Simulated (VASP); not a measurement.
# TiSn2Te4: relaxation of cell and atoms with PBE

TiSn2Te4:

```xyz
7
Lattice="4.3569 -6.0395 0.0000 4.3569 6.0395 0.0000 0.0000 0.0000 4.1255" Properties=species:S:1:pos:R:3 pbc="T T T"
Ti    0.0000    0.0000    0.0000
Sn    2.1785   -3.0197    2.0627
Sn    2.1785    3.0197    2.0627
Te    4.3569    3.2722    0.0000
Te    4.3569   -3.2722    0.0000
Te    1.8938    0.0000    2.0627
Te    6.8201    0.0000    2.0627
```

| Quantity | Value |
| --- | --- |
| Program | VASP 6.6.1 |
| Task | relaxation of cell and atoms |
| Functional | PBE |
| Potentials or basis | VASP PAW PBE potentials, release 64 (Ti_sv, Sn_d, Te) |
| Cutoff | 600 eV |
| k mesh | 3 × 3 × 4 |
| Occupations | gaussian, width 0.2 eV |
| Spin | no spin polarisation |
| Dipole correction | no |
| Further INCAR settings | ALGO = Normal; EDIFF = 1e-07; IBRION = 2; EDIFFG = -0.08; NSW = 36; ISIF = 3 |

- Relaxed volume: 33.97 Å³/atom
- Relaxed cell: a = 7.667 Å, b = 7.667 Å, c = 4.228 Å, α = 90.00°, β = 90.00°, γ = 106.93°
- Space group after relaxing (to 0.05 Å): Cmmm (No. 65)
- Energy gained by relaxing: 37.6 meV/atom
- Ionic steps: 7
- Pressure after relaxing: 0.0 GPa
- Largest force after relaxing: 0.062 eV/Å
- Band gap on the k mesh: zero (band 32 reaches 5.31 eV, above the bottom of band 33 at 5.30 eV)

Forces on the atoms (eV/Å):
```
Ti   0.000  0.000  0.000
Sn   0.000  0.000  0.000
Sn   0.000  0.000  0.000
Te   0.000 -0.055  0.000
Te   0.000  0.055  0.000
Te  -0.062  0.000  0.000
Te   0.062  0.000  0.000
```

Stress tensor (GPa, compression positive):
```
-0.08  0.00  0.00
 0.00  0.32  0.00
 0.00  0.00 -0.13
```

The path:
```tsv
step	energy change (eV)	largest force (eV/Å)	pressure (GPa)	volume (Å³)
1	0.0000	0.4982	4.48	217.11
2	-0.1868	0.4434	-1.74	245.51
3	-0.2498	0.1656	0.04	235.26
4	-0.2535	0.1516	0.04	235.64
5	-0.2599	0.1085	0.07	236.79
6	-0.2605	0.0908	0.08	237.25
7	-0.2629	0.0620	0.04	237.79
```

Final structure:
```xyz
7
Lattice="4.5647 -6.1606 0.0000 4.5647 6.1606 0.0000 0.0000 0.0000 4.2279" Properties=species:S:1:pos:R:3 pbc="T T T"
Ti    0.0000    0.0000    0.0000
Sn    2.2823   -3.0803    2.1140
Sn    2.2823    3.0803    2.1140
Te    4.5647    3.3437    0.0000
Te    4.5647   -3.3437    0.0000
Te    1.9547    0.0000    2.1140
Te    7.1747    0.0000    2.1140
```

Levels at points of the mesh, in eV from the Fermi level:
```tsv
k point	band 30	band 31	band 32	band 33	band 34	band 35
(0.00, 0.00, 0.00)	-0.83	-0.49	-0.44	0.10	0.66	0.99
(0.00, 0.00, 0.50)	-1.43	-0.10	-0.07	0.21	0.34	0.47
```

Wall time 8.7 min on 1 thread of Intel(R) Xeon(R) 6975P-C (Granite Rapids), with other jobs on the host, peak memory 0.43 GiB.

Caveat: the k points lie up to 0.37 Å⁻¹ apart in the final cell; spin-orbit coupling is left out, which moves the levels of the heavy elements; the relaxation stopped at a loose force limit of 0.08 eV/Å, so its end isn't a converged minimum.
